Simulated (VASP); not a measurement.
# CaSe (Fm-3m) in VASP: further runs

CaSe is run at these levels: LDA; tasks: single point.

All numbers are computed with VASP 6.6.1; they aren't measurements. Logs are shortened: lines on timing, memory, paths and dates and some standing lists are left out, and cuts for length are marked.

## Step 1: The cell of the first run

The structure is cubic, space group Fm-3m (No. 225). The conventional cell has a = 5.860 Å, b = 5.860 Å, c = 5.860 Å, α = 90.00°, β = 90.00°, γ = 90.00°. Within 3.9 Å of Ca (site symmetry m-3m) lie 6 Se at 2.93 Å. Within 3.9 Å of Se (site symmetry m-3m) lie 6 Ca at 2.93 Å.

## Step 2: Single point, LDA (25.16 Å³/atom)

INCAR reads:

```
  PREC = Accurate
  ENCUT = 520
  EDIFF = 1E-6
  ISMEAR = -1
  SIGMA = 0.03
  LREAL = False
  LASPH = True
  NELM = 100
  ALGO = Normal
  ISIF = 2
  LWAVE = False
  LCHARG = False
  NBANDS = 15
```

KPOINTS reads:

```
regular mesh
0
Gamma
  9 9 9
```

POSCAR reads:

```
CaSe
1.0
    0.0000000000      2.9300948315      2.9300948315
    2.9300948315      0.0000000000      2.9300948315
    2.9300948315      2.9300948315      0.0000000000
Ca Se
1 1
Direct
    0.0000000000      0.0000000000      0.0000000000
    0.5000000000      0.5000000000      0.5000000000
```

Potentials or basis: VASP PAW LDA potentials, release 64 (Ca_sv, Se).

The run is started by

```sh
$ cat potpaw_LDA.64/Ca_sv/POTCAR potpaw_LDA.64/Se/POTCAR > POTCAR
$ mpirun -np 1 vasp_std > vasp.out
```

OUTCAR:

```text
PREC = Accurate
   ENCUT = 520
   EDIFF = 1E-6
   ISMEAR = -1
   LREAL = False
   LASPH = True
   NELM = 100
   ISIF = 2

 ion  position               nearest neighbor table
   1  0.000  0.000  0.000-   2 2.93   2 2.93   2 2.93   2 2.93   2 2.93   2 2.93
   2  0.500  0.500  0.500-   1 2.93   1 2.93   1 2.93   1 2.93   1 2.93   1 2.93

  LATTYP: Found a face centered cubic cell.
 ALAT       =     5.8601896630

  Lattice vectors:

 A1 = (   0.0000000000,   2.9300948315,   2.9300948315)
 A2 = (   2.9300948315,   0.0000000000,   2.9300948315)
 A3 = (   2.9300948315,   2.9300948315,   0.0000000000)

Analysis of symmetry for initial positions (statically):
=====================================================================
 Subroutine PRICEL returns:
 Original cell was already a primitive cell.

 Routine SETGRP: Setting up the symmetry group for a
 face centered cubic supercell.

 Subroutine GETGRP returns: Found 48 space group operations
 (whereof 48 operations were pure point group operations)
 out of a pool of 48 trial point group operations.

The static configuration has the point symmetry O_h .

Analysis of symmetry for dynamics (positions and initial velocities):
=====================================================================
 Subroutine PRICEL returns:
 Original cell was already a primitive cell.

 Routine SETGRP: Setting up the symmetry group for a
 face centered cubic supercell.

 Subroutine GETGRP returns: Found 48 space group operations
 (whereof 48 operations were pure point group operations)
 out of a pool of 48 trial point group operations.

The dynamic configuration has the point symmetry O_h .

 Subroutine INISYM returns: Found 48 space group operations
 (whereof 48 operations are pure point group operations),
 and found     1 'primitive' translations

----------------------------------------------------------------------------------------

                                     Primitive cell

  volume of cell :      50.3124

  direct lattice vectors                    reciprocal lattice vectors
     0.000000000  2.930094831  2.930094831    -0.170642941  0.170642941  0.170642941
     2.930094831  0.000000000  2.930094831     0.170642941 -0.170642941  0.170642941
     2.930094831  2.930094831  0.000000000     0.170642941  0.170642941 -0.170642941

  length of vectors
     4.143779850  4.143779850  4.143779850     0.295562244  0.295562244  0.295562244

  position of ions in fractional coordinates (direct lattice)
     0.000000000  0.000000000  0.000000000
     0.500000000  0.500000000  0.500000000

  ion indices of the primitive-cell ions
   primitive index   ion index
                 1           1
                 2           2

----------------------------------------------------------------------------------------

 KPOINTS: regular mesh

Automatic generation of k-mesh.
 Grid dimensions read from file:
 generate k-points for:    9    9    9

 Generating k-lattice:

  Cartesian coordinates                     Fractional coordinates (reciprocal lattice)
    -0.018960327  0.018960327  0.018960327     0.111111111  0.000000000  0.000000000
     0.018960327 -0.018960327  0.018960327     0.000000000  0.111111111  0.000000000
     0.018960327  0.018960327 -0.018960327     0.000000000  0.000000000  0.111111111

  Length of vectors
     0.032840249  0.032840249  0.032840249

  Shift w.r.t. Gamma in fractional coordinates (k-lattice)
     0.000000000  0.000000000  0.000000000

 Subroutine IBZKPT returns following result:
 ===========================================

 Found     35 irreducible k-points:

 Following reciprocal coordinates:
            Coordinates               Weight
  0.000000  0.000000  0.000000      1.000000
  0.111111  0.000000  0.000000      8.000000
  0.222222  0.000000  0.000000      8.000000
  0.333333  0.000000  0.000000      8.000000
  0.444444  0.000000  0.000000      8.000000
  0.111111  0.111111  0.000000      6.000000
[... 16 lines left out ...]
 -0.333333  0.333333  0.000000     12.000000
  0.444444  0.444444  0.000000      6.000000
 [... further k-points ...]
   k-points           NKPTS =     35   k-points in BZ     NKDIM =     35   number of bands    NBANDS=     15
   number of dos      NEDOS =    301   number of ions     NIONS =      2
   total plane-waves  NPLWV =  32768
   dimension x,y,z NGX =    32 NGY =   32 NGZ =   32
   dimension x,y,z NGXF=    64 NGYF=   64 NGZF=   64
   ions per type =               1   1
   NGX,Y,Z   is equivalent  to a cutoff of  12.84, 12.84, 12.84 a.u.
   NGXF,Y,Z  is equivalent  to a cutoff of  25.68, 25.68, 25.68 a.u.
 SYSTEM =  unknown system
   PREC   = accura    normal or accurate (medium, high low for compatibility)
   ISTART =      0    job   : 0-new  1-cont  2-samecut
   ICHARG =      2    charge: 1-file 2-atom 10-const
   ISPIN  =      1    spin polarized calculation?
   LNONCOLLINEAR =      F non collinear calculations
   LSORBIT =      F    spin-orbit coupling
   LASPH  =      T    aspherical Exc in radial PAW
   ENCUT  =  520.0 eV  38.22 Ry    6.18 a.u.   7.70  7.70  7.70*2*pi/ulx,y,z
   NELM   =    100;   NELMIN=  2; NELMDL= -5     # of ELM steps
   EDIFF  = 0.1E-05   stopping-criterion for ELM
   LREAL  =      F    real-space projection
   EDIFFG = 0.1E-04   stopping-criterion for IOM
   NSW    =      0    number of steps for IOM
   IBRION =     -1    ionic relax: 0-MD 1-quasi-New 2-CG
   NFREE  =      0    steps in history (QN), initial steepest desc. (CG)
   ISIF   =      2    stress and relaxation
   ISYM   =      2    0-nonsym 1-usesym 2-fastsym
   POTIM  = 0.5000    time-step for ionic-motion
   TEBEG  =    0.0;   TEEND  =   0.0 temperature during run
   PSTRESS=    0.0 pullay stress
   NELECT =      16.0000    total number of electrons
   NUPDOWN=      -1.0000    fix difference up-down
   EMIN   =  10.00;   EMAX   =-10.00  energy-range for DOS
   EFERMI =   0.00;   METHOD = LEGACY
   ISMEAR =    -1;   SIGMA  =   0.03  broadening in eV -4-tet -1-fermi 0-gaus
   EFERMI_NEDOS =   21; number of points for ismear=-14 and -15
   IALGO  =     38    algorithm
   IMIX   =      4    mixing-type and parameters
     AMIX     =   0.40;   BMIX     =  1.00
     AMIX_MAG =   1.60;   BMIX_MAG =  1.00
  volume/ion in A,a.u.               =      25.16       169.76
  Fermi-wavevector in a.u.,A,eV,Ry     =   1.117437  2.111650 16.989133  1.248666
  Thomas-Fermi vector in A             =   2.254060
   LORBIT       =      0    0 simple, 1 ext, 2 COOP (PROOUT), +10 PAW based schemes
   GGA     = CA    functional components
   LHFCALC =     F    Hartree Fock is set to
   AEXX    =    0.0000 exact exchange contribution
   IVDW    =     0    specifies the selected vdW correction
   LEPSILON=     F    determine dielectric tensor
   LRPA    =     F    only Hartree local field effects (RPA)
 non-spin polarized calculation
  energy-cutoff  :      520.00
  volume of cell :       50.31
 maximum number of plane-waves:      1369
   NGX = 15   NGY = 15   NGZ = 15

 number of electron      16.0000000 magnetization

 Free energy of the ion-electron system (eV)
  ---------------------------------------------------
  ext. energy  EPLUGINS =         0.00000000
  ---------------------------------------------------
  free energy    TOTEN  =       -10.57622900 eV

  energy without entropy =      -10.57622900  energy(sigma->0) =      -10.57622900

 E-fermi :   3.2048     XC(G=0):  -9.6148

 val. band max:        2.5505100440   @ k =   0.0000   0.0000   0.0000
 cond. band min:       4.3819527842   @ k =   0.4444   0.4444   0.0000
 fundamental gap:      1.8314427402
 Fermi energy:         3.2047708574

 k-point     1 :       0.0000    0.0000    0.0000
  band No.  band energies     occupation
      1     -36.6455      2.00000
      2     -17.9418      2.00000
      3     -17.9418      2.00000
      4     -17.9418      2.00000
      5      -9.3872      2.00000
      6       2.5505      2.00000
      7       2.5505      2.00000
      8       2.5505      2.00000
      9       5.8088      0.00000
     10       6.0829      0.00000
     11       6.0829      0.00000
     12       6.0829      0.00000
     13       6.7210      0.00000
     14       6.7210      0.00000
     15      12.1597      0.00000

 k-point     2 :       0.1111    0.0000    0.0000
  band No.  band energies     occupation
      1     -36.6445      2.00000
      2     -17.9587      2.00000
      3     -17.9429      2.00000
      4     -17.9429      2.00000
      5      -9.3064      2.00000
      6       1.8721      2.00000
      7       2.3355      2.00000
      8       2.3355      2.00000
      9       6.0095      0.00000
     10       6.2623      0.00000
     11       6.2623      0.00000
     12       6.6487      0.00000
     13       7.0680      0.00000
     14       7.0680      0.00000
     15      12.3710      0.00000

 k-point     3 :       0.2222    0.0000    0.0000
  band No.  band energies     occupation
      1     -36.6420      2.00000
      2     -18.0008      2.00000
      3     -17.9456      2.00000
      4     -17.9456      2.00000
      5      -9.0934      2.00000
      6       0.7101      2.00000
      7       1.8974      2.00000
      8       1.8974      2.00000
      9       6.0828      0.00000
     10       6.7043      0.00000
     11       6.7043      0.00000
     12       7.9457      0.00000
     13       7.9457      0.00000
     14       7.9942      0.00000
     15      12.1170      0.00000
[... 343 lines left out ...]
 k-point    23 :      -0.3333    0.3333    0.0000
  band No.  band energies     occupation
      1     -36.6347      2.00000
      2     -18.0294      2.00000
      3     -18.0127      2.00000
      4     -17.9638      2.00000
      5      -8.6599      2.00000
      6      -0.0040      2.00000
      7       0.4018      2.00000
      8       1.3002      2.00000
      9       6.3592      0.00000
     10       7.9291      0.00000
     11       7.9324      0.00000
     12       8.0077      0.00000
     13       9.1010      0.00000
     14       9.6243      0.00000
     15      11.6641      0.00000

 k-point    24 :       0.4444    0.4444    0.0000
  band No.  band energies     occupation
      1     -36.6344      2.00000
      2     -18.0395      2.00000
      3     -17.9804      2.00000
      4     -17.9804      2.00000
      5      -8.7835      2.00000
      6      -0.0770      2.00000
      7       1.5957      2.00000
      8       1.5957      2.00000
      9       4.3820      0.00000
     10       7.4994      0.00000
     11       7.5675      0.00000
     12       8.5234      0.00000
     13       8.5234      0.00000
     14       8.6317      0.00000
     15      12.6707      0.00000

 [... further k-points ...]
[... 5 lines left out ...]
  --------------------------------------------------------------------------------------
  -------------------------------------------------------------------------------------
  Total       -0.5149380     -0.5149380     -0.5149380      0.0000000      0.0000000      0.0000000
  in kB      -16.3979860    -16.3979860    -16.3979860      0.0000000      0.0000000      0.0000000
  external PRESSURE =     -16.3979860 kB  Pullay stress =       0.0000000 kB

 VOLUME and BASIS-vectors are now :
 -----------------------------------------------------------------------------
  energy-cutoff  :      520.00
  volume of cell :       50.31
      direct lattice vectors                 reciprocal lattice vectors
     0.000000000  2.930094831  2.930094831    -0.170642941  0.170642941  0.170642941
     2.930094831  0.000000000  2.930094831     0.170642941 -0.170642941  0.170642941
     2.930094831  2.930094831  0.000000000     0.170642941  0.170642941 -0.170642941

 POSITION                                       TOTAL-FORCE (eV/Angst)
 -----------------------------------------------------------------------------------
      0.00000      0.00000      0.00000        -0.000000      0.000000      0.000000
      2.93009      2.93009      2.93009         0.000000     -0.000000     -0.000000
 -----------------------------------------------------------------------------------
    total drift:                                0.000000     -0.000000     -0.000000

  FREE ENERGIE OF THE ION-ELECTRON SYSTEM (eV)
  ---------------------------------------------------
  free  energy   TOTEN  =       -10.5762290004 eV

  energy  without entropy=      -10.5762290004  energy(sigma->0) =      -10.57622900
```

Wall time 29 s (1 thread of Intel Xeon 8259CL, shared host); peak memory 0.17 GiB.

Results:

```yaml
Free_energy: -10.5762 eV
Pressure: -1.6 GPa
Band_gap_on_the_k_mesh: 1.83 eV (least direct gap 2.79 eV)
```

Levels at points of the mesh, in eV from the valence-band top:
| k point | band 6 | band 7 | band 8 | band 9 | band 10 | band 11 |
| --- | --- | --- | --- | --- | --- | --- |
| (0.00, 0.00, 0.00) | 0.00 | 0.00 | 0.00 | 3.26 | 3.53 | 3.53 |

Caveat: an odd mesh through Γ misses points on the zone boundary, where band edges can lie.

## Step 3: Single point, LDA (25.68 Å³/atom)

This run uses another cell than the first one, of 25.68 Å³/atom.

INCAR reads:

```
SYSTEM = CaSe
ALGO     = Normal         ! electronic algorithm
EDIFF    = 1E-7           ! SCF threshold, eV
ENCUT    = 520            ! plane-wave cutoff, eV
GGA      = CA             ! functional
ISIF     = 2              ! what is computed and relaxed
ISMEAR   = -1             ! smearing method
LASPH    = .True.         ! aspherical terms in the spheres
LCHARG   = .False.        ! write CHGCAR
LREAL    = .False.        ! projectors in reciprocal space
LWAVE    = .False.        ! write WAVECAR
NBANDS   = 15             ! bands
NELM     = 60             ! most SCF steps
PREC     = Accurate       ! precision mode
SIGMA    = 0.03           ! smearing width, eV
```

KPOINTS reads:

```
k-points
0
Gamma
  9 9 9
  0 0 0
```

POSCAR reads:

```
CaSe
1.0
    0.0000000000      2.9503030206      2.9503030206
    2.9503030206      0.0000000000      2.9503030206
    2.9503030206      2.9503030206      0.0000000000
Ca Se
1 1
Direct
    0.0000000000      0.0000000000      0.0000000000
    0.5000000000      0.5000000000      0.5000000000
```

Potentials or basis: VASP PAW LDA potentials, release 64 (Ca_sv, Se).

The run is started by

```sh
$ cat potpaw_LDA.64/Ca_sv/POTCAR potpaw_LDA.64/Se/POTCAR > POTCAR
$ mpirun -np 1 vasp_std > vasp.out
```

Run time: 31 s. Hardware: 1 thread of Intel Xeon 8259CL, shared host; peak memory 0.17 GiB.

The run converged. Its results:

```yaml
Free_energy: -10.5624 eV
Pressure: -2.6 GPa
Band_gap_on_the_k_mesh: 1.88 eV (least direct gap 2.82 eV)
```

Levels at points of the mesh, in eV from the valence-band top:
```csv
k point,band 4,band 5,band 6,band 7,band 8,band 9,band 10,band 11,band 12,band 13
"(0.00, 0.00, 0.00)",-20.55,-11.86,0.00,0.00,0.00,3.14,3.54,3.54,3.54,4.16
```

Caveat: an odd mesh through Γ misses points on the zone boundary, where band edges can lie.

(Part 1 of 2 ends here.)
